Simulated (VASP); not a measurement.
Wanted: the native input for a VASP 6.6.1 run.

```yaml
Task: single point
Functional: PBE
Potentials_or_basis: VASP PAW PBE potentials, release 64 (As, Ga_d)
Cutoff: 520 eV
k_mesh: 8 × 8 × 8
Occupations: fermi-dirac, width 0.05 eV
Spin: no spin polarisation
Dipole_correction: no
Further_INCAR_settings: ALGO = Normal; EDIFF = 1e-06; NBANDS = 16
```

The structure of GaAs lies in POSCAR:

```
GaAs
1.0
    0.0000000000      2.7886446409      2.7886446409
    2.7886446409      0.0000000000      2.7886446409
    2.7886446409      2.7886446409      0.0000000000
As Ga
1 1
Direct
    0.7500000000      0.7500000000      0.7500000000
    0.0000000000      0.0000000000      0.0000000000
```

One way to write it, as run:

INCAR

```
PREC = Accurate
ENCUT = 520
EDIFF = 1E-6
ISMEAR = -1
SIGMA = 0.05
LREAL = False
LASPH = True
NELM = 80
ALGO = Normal
ISIF = 2
LWAVE = False
LCHARG = False
GGA = PE
NBANDS = 16
```

KPOINTS

```
regular mesh
0
Gamma
  8 8 8
```

Potentials or basis: VASP PAW PBE potentials, release 64 (As, Ga_d).

Run with:

```bash
$ cat potpaw_PBE.64/As/POTCAR potpaw_PBE.64/Ga_d/POTCAR > POTCAR
$ mpirun -np 1 vasp_std > vasp.out
```

It gave:

The pressure is 6.9 GPa and the band gap on the k mesh is 0.83 eV, direct.

Run time: 18 s on 1 thread of Intel(R) Xeon(R) Platinum 8488C (Sapphire Rapids) (shared host), peak memory 0.17 GiB.
